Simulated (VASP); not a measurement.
The system is CaSc.

```
Ca Sc
1.0
     3.56830    0.00000    0.00000
     0.00000    3.56830    0.00000
     0.00000    0.00000    5.06756
Ca Sc
1 1
Direct
  0.50000 0.50000 0.50000
  0.00000 0.00000 0.00000
```

* Program: VASP 6.6.1
* Task: relaxation of cell and atoms
* Functional: PBE
* Potentials or basis: VASP PAW PBE potentials, release 64 (Ca_sv, Sc_sv)
* Cutoff: 600 eV
* k mesh: 16 × 16 × 12
* Occupations: gaussian, width 0.1 eV
* Spin: no spin polarisation

At the start: pressure -0.2 GPa; volume 32.26 Å³/atom.

**Question.** Where does the relaxation end?

**Answer.** Over 12 steps the energy falls by 3.7 meV/atom and the volume is 31.90 Å³/atom (-1.1 %); space group P4/mmm (No. 123, to 0.1 Å) before and after.

The path:
| step | energy change (eV) | largest force (eV/Å) | pressure (GPa) | volume (Å³) |
| --- | --- | --- | --- | --- |
| 1 | 0.0000 | 0.0000 | -0.24 | 64.52 |
| 2 | -0.0015 | 0.0000 | -0.06 | 64.06 |
| 3 | -0.0024 | 0.0000 | 0.12 | 63.63 |
| 4 | -0.0024 | 0.0000 | 0.52 | 62.77 |
| 5 | -0.0027 | 0.0000 | 0.32 | 63.20 |
| 6 | -0.0038 | 0.0000 | 0.30 | 63.25 |
| 7 | -0.0063 | 0.0000 | 0.25 | 63.39 |
| 8 | -0.0064 | 0.0000 | 0.06 | 63.61 |
| 9 | -0.0072 | 0.0000 | 0.14 | 63.49 |
| 10 | -0.0073 | 0.0000 | 0.11 | 63.52 |
| 11 | -0.0073 | 0.0000 | 0.12 | 63.52 |
| 12 | -0.0074 | 0.0000 | -0.01 | 63.80 |

Final structure:
```
CELL_PARAMETERS angstrom
3.47610 0.00000 0.00000
0.00000 3.47610 0.00000
0.00000 0.00000 5.28013
ATOMIC_POSITIONS crystal
Ca 0.50000 0.50000 0.50000
Sc 0.00000 0.00000 0.00000
```
